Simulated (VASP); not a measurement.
# SnO (P4/nmm) in VASP: elastic constants with LDA

Aim: the elastic constants of SnO with LDA.

Everything below comes from runs of VASP 6.6.1. Logs are shortened: lines on timing, memory, paths and dates and some standing lists are left out, and cuts for length are marked.

### 1 The cell of the first run

It takes space group P4/nmm (No. 129, tetragonal). The conventional cell has a = 3.766 Å, b = 3.766 Å, c = 4.654 Å, α = 90.00°, β = 90.00°, γ = 90.00°. Within 2.9 Å of Sn (site symmetry 4mm) lie 4 O at 2.20 Å. Within 2.9 Å of O (site symmetry -4m2) lie 4 Sn at 2.20 Å and 4 O at 2.66 Å.

### 2 Elastic constants, LDA

The input, INCAR:

```
SYSTEM = SnO
PREC = Accurate
ENCUT = 600
EDIFF = 1E-8
ISMEAR = -1
SIGMA = 0.08
LREAL = .FALSE.
LASPH = .TRUE.
NELM = 120
ALGO = Normal
ISIF = 3
LWAVE = .FALSE.
LCHARG = .FALSE.
NBANDS = 28
IBRION = 6
NFREE = 2
POTIM = 0.015
NSW = 1
GGA_COMPAT = .FALSE.
KPAR = 4
```

The input, KPOINTS:

```
Automatic mesh
0
G
  8 8 6
  0 0 0
```

The input, POSCAR:

```
SnO
1.0
    3.7661772446      0.0000000000      0.0000000000
    0.0000000000      3.7661772446      0.0000000000
    0.0000000000      0.0000000000      4.6535659215
Sn O
2 2
Direct
    0.5000000000      0.0000000000      0.2460738382
    0.0000000000      0.5000000000      0.7539261618
    0.0000000000      0.0000000000      0.0000000000
    0.5000000000      0.5000000000      0.0000000000
```

Potentials or basis: VASP PAW LDA potentials, release 64 (Sn_d, O).

Launch:

```
cat potpaw_LDA.64/Sn_d/POTCAR potpaw_LDA.64/O/POTCAR > POTCAR
mpirun -np 4 vasp_std > vasp.out
```

OUTCAR:

```text
SYSTEM = SnO
   PREC = Accurate
   ENCUT = 600
   EDIFF = 1E-8
   ISMEAR = -1
   LREAL = .FALSE.
   LASPH = .TRUE.
   NELM = 120
   ISIF = 3
   IBRION = 6
   NFREE = 2
   POTIM = 0.015
   NSW = 1

 ion  position               nearest neighbor table
   1  0.500  0.000  0.246-   3 2.20   4 2.20   4 2.20   3 2.20   2 3.51   2 3.51   2 3.51   2 3.51
                             2 3.56   2 3.56   2 3.56   2 3.56
   2  0.000  0.500  0.754-   3 2.20   4 2.20   3 2.20   4 2.20   1 3.51   1 3.51   1 3.51   1 3.51
                             1 3.56   1 3.56   1 3.56   1 3.56
   3  0.000  0.000  0.000-   1 2.20   2 2.20   2 2.20   1 2.20
   4  0.500  0.500  0.000-   1 2.20   2 2.20   1 2.20   2 2.20

  LATTYP: Found a simple tetragonal cell.
 ALAT       =     3.7661772446
 C/A-ratio  =     1.2356205296

  Lattice vectors:

 A1 = (   3.7661772446,   0.0000000000,   0.0000000000)
 A2 = (   0.0000000000,   3.7661772446,   0.0000000000)
 A3 = (   0.0000000000,   0.0000000000,   4.6535659215)

Analysis of symmetry for initial positions (statically):
=====================================================================
 Subroutine PRICEL returns:
 Original cell was already a primitive cell.

 Routine SETGRP: Setting up the symmetry group for a
 simple tetragonal supercell.

 Subroutine GETGRP returns: Found 16 space group operations
 (whereof  8 operations were pure point group operations)
 out of a pool of 16 trial point group operations.

The static configuration has the point symmetry D_2d.
 The point group associated with its full space group is D_4h.

Analysis of symmetry for dynamics (positions and initial velocities):
=====================================================================
 Subroutine PRICEL returns:
 Original cell was already a primitive cell.

 Routine SETGRP: Setting up the symmetry group for a
 simple tetragonal supercell.

 Subroutine GETGRP returns: Found 16 space group operations
 (whereof  8 operations were pure point group operations)
 out of a pool of 16 trial point group operations.

The dynamic configuration has the point symmetry D_2d.
 The point group associated with its full space group is D_4h.

 Subroutine INISYM returns: Found 16 space group operations
 (whereof  8 operations are pure point group operations),
 and found     1 'primitive' translations

----------------------------------------------------------------------------------------

                                     Primitive cell

  volume of cell :      66.0066

  direct lattice vectors                    reciprocal lattice vectors
     3.766177245  0.000000000  0.000000000     0.265521226  0.000000000  0.000000000
     0.000000000  3.766177245  0.000000000     0.000000000  0.265521226  0.000000000
     0.000000000  0.000000000  4.653565922     0.000000000  0.000000000  0.214888973

  length of vectors
     3.766177245  3.766177245  4.653565922     0.265521226  0.265521226  0.214888973

  position of ions in fractional coordinates (direct lattice)
     0.500000000  0.000000000  0.246073838
     0.000000000  0.500000000  0.753926162
     0.000000000  0.000000000  0.000000000
[... 124 lines left out ...]
  ext. energy  EPLUGINS =         0.00000000
  ---------------------------------------------------
  free energy    TOTEN  =       -25.73976855 eV

  energy without entropy =      -25.73581203  energy(sigma->0) =      -25.73779029

------------------------ aborting loop because EDIFF is reached ----------------------------------------

  FORCE on cell =-STRESS in cart. coord.  units (eV):
  Direction    XX          YY          ZZ          XY          YZ          ZX
  --------------------------------------------------------------------------------------
  -------------------------------------------------------------------------------------
  Total        0.1095931      0.1095931      0.1204067      0.0000000      0.0000000      0.0000000
  in kB        2.6601518      2.6601518      2.9226310      0.0000000      0.0000000      0.0000000
  external PRESSURE =       2.7476449 kB  Pullay stress =       0.0000000 kB
[... 95 lines left out ...]
  FREE ENERGIE OF THE ION-ELECTRON SYSTEM (eV)
  ---------------------------------------------------
  free  energy   TOTEN  =       -25.7296033669 eV

  energy  without entropy=      -25.7248426106  energy(sigma->0) =      -25.72722299

[... ionic steps 4 to 18 ...]

--------------------------------------- Ionic step       19  -------------------------------------------

 number of electron      40.0000015 magnetization

------------------------ aborting loop because EDIFF is reached ----------------------------------------
[... 71 lines left out ...]
--------------------------------------- Ionic step       21  -------------------------------------------

 number of electron      40.0000015 magnetization

 Free energy of the ion-electron system (eV)
  ---------------------------------------------------
  ext. energy  EPLUGINS =         0.00000000
  ---------------------------------------------------
  free energy    TOTEN  =       -25.73893119 eV

  energy without entropy =      -25.73497252  energy(sigma->0) =      -25.73695186

 E-fermi :   7.7119     XC(G=0): -10.9958

 val. band max:        7.6228792340   @ k =   0.1250   0.0000   0.0000
 cond. band min:       7.8711776371   @ k =   0.5000   0.5000   0.1667
 fundamental gap:      0.2482984030
 Fermi energy:         7.7118801346

 k-point     1 :       0.0000    0.0000    0.0000
  band No.  band energies     occupation
      1     -14.4123      2.00000
      2     -13.9421      2.00000
      3     -13.9420      2.00000
      4     -13.9235      2.00000
      5     -13.8791      2.00000
      6     -13.8735      2.00000
[... 733 lines left out ...]
     27      16.2373      0.00000
     28      16.2502      0.00000

 [... further k-points ...]

------------------------ aborting loop because EDIFF is reached ----------------------------------------

  FORCE on cell =-STRESS in cart. coord.  units (eV):
  Direction    XX          YY          ZZ          XY          YZ          ZX
  --------------------------------------------------------------------------------------
  -------------------------------------------------------------------------------------
  Total        0.0041919      0.2178759      0.1205207      0.0000000      0.0000000      0.0000000
  in kB        0.1017501      5.2884984      2.9253971      0.0000000      0.0000000      0.0000000
  external PRESSURE =       2.7718819 kB  Pullay stress =       0.0000000 kB
[... 19 lines left out ...]
  FREE ENERGIE OF THE ION-ELECTRON SYSTEM (eV)
  ---------------------------------------------------
  free  energy   TOTEN  =       -25.7389311882 eV

  energy  without entropy=      -25.7349725240  energy(sigma->0) =      -25.73695186

 INTERNAL STRAIN TENSORS FROM STRAINED CELLS
 ============================================

 INTERNAL STRAIN TENSOR FOR ION    1 for displacements in x,y,z  (eV/Angst):
          X           Y           Z          XY          YZ          ZX
  --------------------------------------------------------------------------------
  x     0.00000     0.00000     0.00000     0.00000     0.00000    -6.12671
  y     0.00000     0.00000    -0.00000     0.00000    -6.23729     0.00000
  z   -12.15159   -12.15155   -18.65227    -0.00125     0.00070     0.00063

 INTERNAL STRAIN TENSORS FROM DISPLACED ATOMS
 ============================================

 INTERNAL STRAIN TENSOR FOR ION    1 for displacements in x,y,z  (eV/Angst):
          X           Y           Z          XY          YZ          ZX
  --------------------------------------------------------------------------------
  x     0.00000     0.00000     0.00000     0.00000     0.00000    -6.13351
  y     0.00000     0.00000     0.00000     0.00000    -6.13351     0.00000
  z   -12.18498   -12.18498   -18.60954     0.00000     0.00000     0.00000

 INTERNAL STRAIN TENSOR FOR ION    4 for displacements in x,y,z  (eV/Angst):
          X           Y           Z          XY          YZ          ZX
  --------------------------------------------------------------------------------
  x     0.00000     0.00000     0.00000     0.00000     0.00000    -4.13288
  y     0.00000     0.00000     0.00000     0.00000     4.13288     0.00000
  z    -7.11611     7.11611     0.00000     0.00000     0.00000     0.00000

 Eigenvectors and eigenvalues of the dynamical matrix
 ----------------------------------------------------

   1 f  =   14.264404 THz    89.625893 2PiTHz  475.809299 cm-1    58.992808 meV
             X         Y         Z           dx          dy          dz
      1.883089  0.000000  1.145121     0.010630   -0.045257    0.000000
      0.000000  1.883089  3.508445    -0.010630    0.045257    0.000000
      0.000000  0.000000  0.000000    -0.161334   -0.686884    0.000000
      1.883089  1.883089  0.000000     0.161334    0.686884   -0.000000
[... 71 lines left out ...]
  12 f/i=    0.003826 THz     0.024040 2PiTHz    0.127626 cm-1     0.015824 meV
             X         Y         Z           dx          dy          dz
      1.883089  0.000000  1.145121     0.661655   -0.051773    0.000000
      0.000000  1.883089  3.508445     0.661655   -0.051773    0.000000
      0.000000  0.000000  0.000000     0.243249   -0.019034    0.000000
      1.883089  1.883089  0.000000     0.243249   -0.019034    0.000000

--------------------------------------------------------------------------------------------------------

 ELASTIC MODULI CONTR FROM IONIC RELAXATION (kBar)
 Direction    XX          YY          ZZ          XY          YZ          ZX
 --------------------------------------------------------------------------------
 XX        -679.0235    -42.3492   -550.8592      0.0000      0.0000      0.0000
 YY         -42.3492   -679.0235   -550.8592      0.0000     -0.0000      0.0000
 ZZ        -550.8592   -550.8592   -841.3013      0.0000     -0.0000      0.0000
 XY           0.0000      0.0000      0.0000      0.0000      0.0000      0.0000
 YZ           0.0000     -0.0000     -0.0000      0.0000   -289.0508      0.0000
 ZX           0.0000      0.0000      0.0000      0.0000      0.0000   -289.0507
 --------------------------------------------------------------------------------

 TOTAL ELASTIC MODULI (kBar)
 Direction    XX          YY          ZZ          XY          YZ          ZX
 --------------------------------------------------------------------------------
 XX        1090.9709    933.5132    175.3577      0.0000      0.0000      0.0000
 YY         933.5132   1090.9709    175.3577      0.0000     -0.0000      0.0000
 ZZ         175.3577    175.3577    477.5482      0.0000     -0.0000      0.0000
 XY           0.0000      0.0000      0.0000    915.8278      0.0000      0.0000
 YZ           0.0000     -0.0000     -0.0000      0.0000    343.9270      0.0000
 ZX           0.0000      0.0000      0.0000      0.0000      0.0000    343.9272
 --------------------------------------------------------------------------------
```

It took 8.3 min on 4 MPI ranks of AMD EPYC 9R45 (Zen 5), shared host; peak memory 0.49 GiB.

What came out:

```
Voigt bulk modulus                                      : 58 GPa
Highest phonon frequency at Γ, LO-TO splitting left out : 476 cm⁻¹
```

Phonon frequencies in cm⁻¹ (negative: imaginary):
```
              q point                                frequencies
(0.000, 0.000, 0.000)  0 0 0 120 120 214 284 284 362 372 476 476
```

Elastic tensor in Voigt notation (GPa, in the Cartesian axes of the cell as first typed):
```
109  93  18   0   0   0
 93 109  18   0   0   0
 18  18  48   0   0   0
  0   0   0  34   0   0
  0   0   0   0  34   0
  0   0   0   0   0  92
```

Clamped-ion elastic tensor (GPa):
```
177  98  73   0   0   0
 98 177  73   0   0   0
 73  73 132   0   0   0
  0   0   0  63   0   0
  0   0   0   0  63   0
  0   0   0   0   0  92
```

Caveat: spin-orbit coupling is left out, which moves the levels of the heavy elements.
